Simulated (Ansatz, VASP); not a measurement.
## One calculation of ZrO2, two programs

INCAR

```
  PREC = Accurate
  ENCUT = 600
  EDIFF = 1E-6
  ISMEAR = 0
  SIGMA = 0.02
  LREAL = F
  LASPH = T
  NELM = 120
  ALGO = Normal
  ISIF = 2
  LWAVE = F
  LCHARG = F
  GGA = PE
  NBANDS = 19
  GGA_COMPAT = F
```

File KPOINTS:

```
regular mesh
0
Gamma
  8 8 8
```

The input POSCAR:

```
ZrO2
1.0
    0.0000000000      2.6080658047      2.6080658047
    2.6080658047      0.0000000000      2.6080658047
    2.6080658047      2.6080658047      0.0000000000
Zr O
1 2
Direct
    0.0000000000      0.0000000000      0.0000000000
    0.2500000000      0.2500000000      0.2500000000
    0.7500000000      0.7500000000      0.7500000000
```

Input for Ansatz:

```yaml
crystal:
  lattice:
    - [0.0, 2.6080658047, 2.6080658047]
    - [2.6080658047, 0.0, 2.6080658047]
    - [2.6080658047, 2.6080658047, 0.0]
  atoms:
    - { symbol: Zr, position: [0.0, 0.0, 0.0] }
    - { symbol: O, position: [0.25, 0.25, 0.25] }
    - { symbol: O, position: [0.75, 0.75, 0.75] }
basis:
  ecutwfc: 420
kpoints:
  mp_grid: { grid: [8, 8, 8] }
hamiltonian:
  xc: pbe
scf:
  occupations: { method: gaussian, width: 0.02 }
output:
  forces: true
  stress: true
  eigenvalues: true
```

Alike in both runs: task single point; functional PBE; k mesh 8 × 8 × 8; occupations gaussian, width 0.02 eV; no spin polarisation.

|  | VASP | Ansatz |
| --- | --- | --- |
| version | VASP 6.6.1 | Ansatz 0.2.0 |
| potentials or method | VASP PAW PBE potentials, release 64 (Zr_sv, O), cutoff 600 eV | scalar-relativistic, plane waves, PAW |
| valence electrons in the cell | 24 | 24 |

|  | VASP | Ansatz | Ansatz less VASP |
| --- | --- | --- | --- |
| gap on the k mesh at the Fermi level (eV) | 3.15 | 3.15 | +0.007 |
| least direct gap on the mesh (eV) | 3.54 | 3.54 | +0.005 |
| pressure (GPa) | -12.1 | -12.2 | -0.03 |
